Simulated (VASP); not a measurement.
# Re: single point with PBE

The system is Re.

```xyz
1
Lattice="0.0000 1.9577 2.1731 2.1192 0.0000 2.1731 2.1192 1.9577 0.0000" Properties=species:S:1:pos:R:3 pbc="T T T"
Re    0.0000    0.0000    0.0000
```

This cell differs from its parent crystal: normal strain along x +0.0825, normal strain along z +0.1100.

```
Program             : VASP 6.6.1
Task                : single point
Functional          : PBE
Potentials or basis : VASP PAW PBE potentials, release 64 (Re)
Cutoff              : 520 eV
k mesh              : 10 × 10 × 10
Occupations         : gaussian, width 0.15 eV
Spin                : no spin polarisation
```

| Item | Value |
| --- | --- |
| Pressure | -44.0 GPa |

Stress tensor (GPa, compression positive):
```
-46.11   0.00   0.00
  0.00 -35.49   0.00
  0.00   0.00 -50.36
```

Levels at points of the mesh, in eV from the Fermi level:
| k point | band 1 | band 2 | band 3 | band 4 | band 5 | band 6 |
| --- | --- | --- | --- | --- | --- | --- |
| (0.00, 0.00, 0.00) | -8.77 | -1.93 | -1.61 | -0.78 | 0.13 | 1.40 |
| (0.50, 0.00, 0.00) | -5.55 | -2.17 | -1.03 | 0.03 | 2.34 | 3.00 |
| (0.50, 0.50, 0.00) | -5.36 | -4.46 | 1.36 | 2.57 | 2.78 | 3.49 |
| (0.50, 0.00, 0.50) | -5.17 | -4.62 | 2.62 | 3.06 | 3.26 | 3.40 |
| (0.00, 0.50, 0.50) | -5.30 | -4.44 | 1.78 | 2.44 | 2.62 | 3.69 |

It took 27 s on 1 thread of AMD EPYC 9R45 96-Core Processor (Zen 5) (shared host), peak memory 0.13 GiB.

Caveat: the cell differs from its parent crystal (normal strain along x +0.0825, normal strain along z +0.1100); spin-orbit coupling is left out, which moves the levels of the heavy elements.
